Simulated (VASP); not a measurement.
# LiCl (P6_3mc) in VASP: further runs

The runs below take LiCl through single point, with PBE.

Program: VASP 6.6.1. These are calculated values, not measurements. Logs are shortened: lines on timing, memory, paths and dates and some standing lists are left out, and cuts for length are marked.

### 1 The cell of the first run

It takes space group P6_3mc (No. 186, hexagonal). Conventional cell: a = 3.789 Å, b = 3.789 Å, c = 6.138 Å, α = 90.00°, β = 90.00°, γ = 120.00°. Li (site symmetry 3m) has 4 Cl at 2.31 Å within 3.1 Å. Within 3.1 Å of Cl (site symmetry 3m) lie 4 Li at 2.31 Å.

### 2 Single point, PBE

INCAR reads:

```
  ALGO = Normal
  EDIFF = 1E-6
  ENCUT = 520
  GGA = PE
  ISIF = 2
  ISMEAR = 0
  LASPH = T
  LCHARG = F
  LREAL = F
  LWAVE = F
  NBANDS = 18
  NELM = 80
  PREC = Accurate
  SIGMA = 0.05
```

KPOINTS reads:

```
k-points
0
Gamma
  9 9 6
```

POSCAR reads:

```
LiCl
1.0
    3.7894321079      0.0000000000      0.0000000000
   -1.8947160540      3.2817444714      0.0000000000
    0.0000000000      0.0000000000      6.1377714617
Li Cl
2 2
Direct
    0.6666666700      0.3333333300      0.8760170000
    0.3333333300      0.6666666700      0.3760170000
    0.6666666700      0.3333333300      0.4989840000
    0.3333333300      0.6666666700      0.9989840000
```

Potentials or basis: VASP PAW PBE potentials, release 64 (Li_sv, Cl).

On the command line:

```console
$ cat potpaw_PBE.64/Li_sv/POTCAR potpaw_PBE.64/Cl/POTCAR > POTCAR
$ mpirun -np 1 vasp_std > vasp.out
```

OUTCAR:

```text
EDIFF = 1E-6
   ENCUT = 520
   GGA = PE
   ISIF = 2
   ISMEAR = 0
   LASPH = T
   LREAL = F
   NELM = 80
   PREC = Accurate

 ion  position               nearest neighbor table
   1  0.667  0.333  0.876-   3 2.31   4 2.31   4 2.31   4 2.31
   2  0.333  0.667  0.376-   4 2.31   3 2.31   3 2.31   3 2.31
   3  0.667  0.333  0.499-   1 2.31   2 2.31   2 2.31   2 2.31
   4  0.333  0.667  0.999-   2 2.31   1 2.31   1 2.31   1 2.31

  LATTYP: Found a hexagonal cell.
 ALAT       =     3.7894321079
 C/A-ratio  =     1.6197074619

  Lattice vectors:

 A1 = (   3.7894321079,   0.0000000000,   0.0000000000)
 A2 = (  -1.8947160540,   3.2817444714,   0.0000000000)
 A3 = (   0.0000000000,   0.0000000000,   6.1377714617)

Analysis of symmetry for initial positions (statically):
=====================================================================
 Subroutine PRICEL returns:
 Original cell was already a primitive cell.

 Routine SETGRP: Setting up the symmetry group for a
 hexagonal supercell.

 Subroutine GETGRP returns: Found 12 space group operations
 (whereof  6 operations were pure point group operations)
 out of a pool of 24 trial point group operations.

The static configuration has the point symmetry C_3v.
 The point group associated with its full space group is C_6v.

Analysis of symmetry for dynamics (positions and initial velocities):
=====================================================================
 Subroutine PRICEL returns:
 Original cell was already a primitive cell.

 Routine SETGRP: Setting up the symmetry group for a
 hexagonal supercell.

 Subroutine GETGRP returns: Found 12 space group operations
 (whereof  6 operations were pure point group operations)
 out of a pool of 24 trial point group operations.

The dynamic configuration has the point symmetry C_3v.
 The point group associated with its full space group is C_6v.

 Subroutine INISYM returns: Found 12 space group operations
 (whereof  6 operations are pure point group operations),
 and found     1 'primitive' translations

----------------------------------------------------------------------------------------

                                     Primitive cell

  volume of cell :      76.3290

  direct lattice vectors                    reciprocal lattice vectors
     3.789432108  0.000000000  0.000000000     0.263891784  0.152357993  0.000000000
    -1.894716054  3.281744471  0.000000000     0.000000000  0.304715985  0.000000000
     0.000000000  0.000000000  6.137771462     0.000000000  0.000000000  0.162925584

  length of vectors
     3.789432108  3.789432108  6.137771462     0.304715985  0.304715985  0.162925584

  position of ions in fractional coordinates (direct lattice)
     0.666666670  0.333333330  0.876017000
     0.333333330  0.666666670  0.376017000
     0.666666670  0.333333330  0.498984000
     0.333333330  0.666666670  0.998984000

  ion indices of the primitive-cell ions
   primitive index   ion index
                 1           1
                 2           2
                 3           3
                 4           4

----------------------------------------------------------------------------------------

 KPOINTS: k-points

Automatic generation of k-mesh.
 Grid dimensions read from file:
 generate k-points for:    9    9    6

 Generating k-lattice:

  Cartesian coordinates                     Fractional coordinates (reciprocal lattice)
     0.029321309  0.016928666  0.000000000     0.111111111  0.000000000  0.000000000
     0.000000000  0.033857332  0.000000000     0.000000000  0.111111111  0.000000000
     0.000000000  0.000000000  0.027154264     0.000000000  0.000000000  0.166666667

  Length of vectors
     0.033857332  0.033857332  0.027154264

  Shift w.r.t. Gamma in fractional coordinates (k-lattice)
     0.000000000  0.000000000  0.000000000

 Subroutine IBZKPT returns following result:
 ===========================================

 Found     48 irreducible k-points:

 Following reciprocal coordinates:
            Coordinates               Weight
  0.000000  0.000000  0.000000      1.000000
  0.111111  0.000000  0.000000      6.000000
  0.222222  0.000000  0.000000      6.000000
  0.333333  0.000000  0.000000      6.000000
  0.444444  0.000000  0.000000      6.000000
  0.111111  0.111111  0.000000      6.000000
[... 16 lines left out ...]
  0.333333  0.222222  0.166667     24.000000
  0.333333  0.333333  0.166667      4.000000
 [... further k-points ...]
   k-points           NKPTS =     48   k-points in BZ     NKDIM =     48   number of bands    NBANDS=     18
   number of dos      NEDOS =    301   number of ions     NIONS =      4
   total plane-waves  NPLWV =  37632
   dimension x,y,z NGX =    28 NGY =   28 NGZ =   48
   dimension x,y,z NGXF=    56 NGYF=   56 NGZF=   96
   ions per type =               2   2
   NGX,Y,Z   is equivalent  to a cutoff of  12.28, 12.28, 13.00 a.u.
   NGXF,Y,Z  is equivalent  to a cutoff of  24.57, 24.57, 26.00 a.u.
 SYSTEM =  unknown system
   PREC   = accura    normal or accurate (medium, high low for compatibility)
   ISTART =      0    job   : 0-new  1-cont  2-samecut
   ICHARG =      2    charge: 1-file 2-atom 10-const
   ISPIN  =      1    spin polarized calculation?
   LNONCOLLINEAR =      F non collinear calculations
   LSORBIT =      F    spin-orbit coupling
   LASPH  =      T    aspherical Exc in radial PAW
   ENCUT  =  520.0 eV  38.22 Ry    6.18 a.u.   7.05  7.05 11.41*2*pi/ulx,y,z
   NELM   =     80;   NELMIN=  2; NELMDL= -5     # of ELM steps
   EDIFF  = 0.1E-05   stopping-criterion for ELM
   LREAL  =      F    real-space projection
   EDIFFG = 0.1E-04   stopping-criterion for IOM
   NSW    =      0    number of steps for IOM
   IBRION =     -1    ionic relax: 0-MD 1-quasi-New 2-CG
   NFREE  =      0    steps in history (QN), initial steepest desc. (CG)
   ISIF   =      2    stress and relaxation
   ISYM   =      2    0-nonsym 1-usesym 2-fastsym
   POTIM  = 0.5000    time-step for ionic-motion
   TEBEG  =    0.0;   TEEND  =   0.0 temperature during run
   PSTRESS=    0.0 pullay stress
   NELECT =      20.0000    total number of electrons
   NUPDOWN=      -1.0000    fix difference up-down
   EMIN   =  10.00;   EMAX   =-10.00  energy-range for DOS
   EFERMI =   0.00;   METHOD = LEGACY
   ISMEAR =     0;   SIGMA  =   0.05  broadening in eV -4-tet -1-fermi 0-gaus
   EFERMI_NEDOS =   21; number of points for ismear=-14 and -15
   IALGO  =     38    algorithm
   IMIX   =      4    mixing-type and parameters
     AMIX     =   0.40;   BMIX     =  1.00
     AMIX_MAG =   1.60;   BMIX_MAG =  1.00
  volume/ion in A,a.u.               =      19.08       128.77
  Fermi-wavevector in a.u.,A,eV,Ry     =   1.047583  1.979644 14.931433  1.097429
  Thomas-Fermi vector in A             =   2.182469
   LORBIT       =      0    0 simple, 1 ext, 2 COOP (PROOUT), +10 PAW based schemes
   GGA     = PE    functional components
   LHFCALC =     F    Hartree Fock is set to
   AEXX    =    0.0000 exact exchange contribution
   IVDW    =     0    specifies the selected vdW correction
   LEPSILON=     F    determine dielectric tensor
   LRPA    =     F    only Hartree local field effects (RPA)
 non-spin polarized calculation
 Gauss-broadening in eV      SIGMA  =   0.05
  energy-cutoff  :      520.00
  volume of cell :       76.33
 maximum number of plane-waves:      2075
   NGX = 15   NGY = 15   NGZ = 23

 number of electron      19.9999997 magnetization

 Free energy of the ion-electron system (eV)
  ---------------------------------------------------
  ext. energy  EPLUGINS =         0.00000000
  ---------------------------------------------------
  free energy    TOTEN  =       -14.80922894 eV

  energy without entropy =      -14.80922894  energy(sigma->0) =      -14.80922894

 E-fermi :  -0.4101     XC(G=0):  -7.9973

 val. band max:       -0.7176699361   @ k =   0.0000   0.0000   0.0000
 cond. band min:       5.5954398335   @ k =   0.0000   0.0000   0.0000
 fundamental gap:      6.3131097696
 Fermi energy:        -0.4101134691

 k-point     1 :       0.0000    0.0000    0.0000
  band No.  band energies     occupation
      1     -43.4288      2.00000
      2     -43.4266      2.00000
      3     -13.6355      2.00000
      4     -13.2713      2.00000
      5      -3.0168      2.00000
      6      -1.1001      2.00000
[... 10 lines left out ...]
     17      10.4264      0.00000
     18      10.7823      0.00000

 k-point     2 :       0.1111    0.0000    0.0000
  band No.  band energies     occupation
      1     -43.4286      2.00000
      2     -43.4266      2.00000
      3     -13.6020      2.00000
      4     -13.2555      2.00000
      5      -2.9465      2.00000
      6      -1.3129      2.00000
[... 10 lines left out ...]
     17      10.7031      0.00000
     18      10.8151      0.00000

 k-point     3 :       0.2222    0.0000    0.0000
  band No.  band energies     occupation
      1     -43.4281      2.00000
      2     -43.4263      2.00000
      3     -13.5120      2.00000
      4     -13.2179      2.00000
      5      -2.7545      2.00000
      6      -1.8238      2.00000
[... 10 lines left out ...]
     17      10.6544      0.00000
     18      11.4467      0.00000

 k-point     4 :       0.3333    0.0000    0.0000
  band No.  band energies     occupation
      1     -43.4274      2.00000
      2     -43.4261      2.00000
      3     -13.3965      2.00000
      4     -13.1834      2.00000
      5      -2.6023      2.00000
      6      -2.2277      2.00000
[... 375 lines left out ...]
      4     -13.1842      2.00000
      5      -2.4581      2.00000
      6      -2.4514      2.00000
[... 10 lines left out ...]
     17      11.3229      0.00000
     18      11.9365      0.00000

 k-point    23 :       0.3333    0.2222    0.1667
  band No.  band energies     occupation
      1     -43.4265      2.00000
      2     -43.4261      2.00000
      3     -13.2526      2.00000
      4     -13.1815      2.00000
      5      -2.6926      2.00000
      6      -2.3092      2.00000
[... 10 lines left out ...]
     17      11.5630      0.00000
     18      12.4078      0.00000

 k-point    24 :       0.3333    0.3333    0.1667
  band No.  band energies     occupation
      1     -43.4262      2.00000
      2     -43.4262      2.00000
      3     -13.2032      2.00000
      4     -13.2032      2.00000
      5      -2.6761      2.00000
      6      -2.1768      2.00000
[... 10 lines left out ...]
     17      11.8684      0.00000
     18      12.3663      0.00000

 [... further k-points ...]

------------------------ aborting loop because EDIFF is reached ----------------------------------------

  FORCE on cell =-STRESS in cart. coord.  units (eV):
  Direction    XX          YY          ZZ          XY          YZ          ZX
  --------------------------------------------------------------------------------------
  -------------------------------------------------------------------------------------
  Total        1.3293648      1.3293648      1.2628175     -0.0000000     -0.0000000      0.0000000
  in kB       27.9039166     27.9039166     26.5070601     -0.0000000     -0.0000000      0.0000000
  external PRESSURE =      27.4382978 kB  Pullay stress =       0.0000000 kB

 VOLUME and BASIS-vectors are now :
 -----------------------------------------------------------------------------
  energy-cutoff  :      520.00
  volume of cell :       76.33
      direct lattice vectors                 reciprocal lattice vectors
     3.789432108  0.000000000  0.000000000     0.263891784  0.152357993  0.000000000
    -1.894716054  3.281744471  0.000000000     0.000000000  0.304715985  0.000000000
     0.000000000  0.000000000  6.137771462     0.000000000  0.000000000  0.162925584

 POSITION                                       TOTAL-FORCE (eV/Angst)
 -----------------------------------------------------------------------------------
      1.89472      1.09391      5.37679         0.000000     -0.000000      0.019886
     -0.00000      2.18783      2.30791        -0.000000      0.000000      0.019886
      1.89472      1.09391      3.06265        -0.000000      0.000000     -0.019886
     -0.00000      2.18783      6.13154         0.000000     -0.000000     -0.019886
 -----------------------------------------------------------------------------------
    total drift:                                0.000005     -0.000002     -0.000512

  FREE ENERGIE OF THE ION-ELECTRON SYSTEM (eV)
  ---------------------------------------------------
  free  energy   TOTEN  =       -14.8092289429 eV

  energy  without entropy=      -14.8092289429  energy(sigma->0) =      -14.80922894
```

Run time: 20 s. Hardware: 1 thread of Intel Xeon 6975P-C (Granite Rapids), shared host; peak memory 0.2 GiB.

Results:

```yaml
Free_energy: -14.8092 eV
Largest_force: 0.020 eV/Å
Band_gap_on_the_k_mesh: 6.31 eV
```

Forces on the atoms (eV/Å):
```
Li   0.000  0.000  0.020
Li   0.000  0.000  0.020
Cl   0.000  0.000 -0.020
Cl   0.000  0.000 -0.020
```

Levels at points of the mesh, in eV from the valence-band top:
| k point | band 7 | band 8 | band 9 | band 10 | band 11 | band 12 | band 13 | band 14 |
| --- | --- | --- | --- | --- | --- | --- | --- | --- |
| (0.00, 0.00, 0.00) | -0.38 | -0.02 | -0.02 | 0.00 | 6.31 | 8.50 | 10.14 | 10.14 |
| (0.00, 0.00, 0.50) | -0.21 | -0.21 | -0.21 | -0.21 | 7.63 | 7.63 | 10.37 | 10.37 |

Caveat: the cutoff is under 1.25 times the usual one of these potentials, so pressure, stress and relaxed cells hold a basis-set (Pulay) error; an odd mesh through Γ misses points on the zone boundary, where band edges can lie.

### 3 Single point, PBE

This run uses another cell than the first one, of 21.20 Å³/atom.

INCAR reads:

```
PREC = Accurate ; ENCUT = 520
EDIFF = 1E-6 ; ISMEAR = 0
SIGMA = 0.05 ; LREAL = False
LASPH = True ; NELM = 60
ALGO = Normal ; ISIF = 2
LWAVE = False ; LCHARG = False
GGA = PE ; NBANDS = 18
```

KPOINTS reads:

```
Automatic mesh
0
Gamma
  9 9 6
```

POSCAR reads:

```
LiCl
1.0
    3.9248822083      0.0000000000      0.0000000000
   -1.9624411042      3.3990476993      0.0000000000
    0.0000000000      0.0000000000      6.3571610000
Li Cl
2 2
Direct
    0.6666666700      0.3333333300      0.8760170000
    0.3333333300      0.6666666700      0.3760170000
    0.6666666700      0.3333333300      0.4989840000
    0.3333333300      0.6666666700      0.9989840000
```

Potentials or basis: VASP PAW PBE potentials, release 64 (Li_sv, Cl).

On the command line:

```console
$ cat potpaw_PBE.64/Li_sv/POTCAR potpaw_PBE.64/Cl/POTCAR > POTCAR
$ mpirun -np 1 vasp_std > vasp.out
```

Run time: 24 s. Hardware: 1 thread of Intel Xeon 6975P-C (Granite Rapids), shared host; peak memory 0.21 GiB.

The run converged. Its results:

* Free energy: -14.8712 eV
* Largest force: 0.016 eV/Å
* Band gap on the k mesh: 5.94 eV

Forces in eV/Å, atoms in the order of the input:
```
Li   0.000  0.000  0.016
Li   0.000  0.000  0.016
Cl   0.000  0.000 -0.016
Cl   0.000  0.000 -0.016
```

Levels at points of the mesh, in eV from the valence-band top:
| k point | band 7 | band 8 | band 9 | band 10 | band 11 | band 12 | band 13 | band 14 |
| --- | --- | --- | --- | --- | --- | --- | --- | --- |
| (0.00, 0.00, 0.00) | -0.32 | -0.02 | -0.02 | 0.00 | 5.94 | 8.18 | 10.02 | 10.02 |
| (0.00, 0.00, 0.50) | -0.17 | -0.17 | -0.17 | -0.17 | 7.23 | 7.23 | 10.19 | 10.19 |

Caveat: the cutoff is under 1.25 times the usual one of these potentials, so pressure, stress and relaxed cells hold a basis-set (Pulay) error; an odd mesh through Γ misses points on the zone boundary, where band edges can lie.
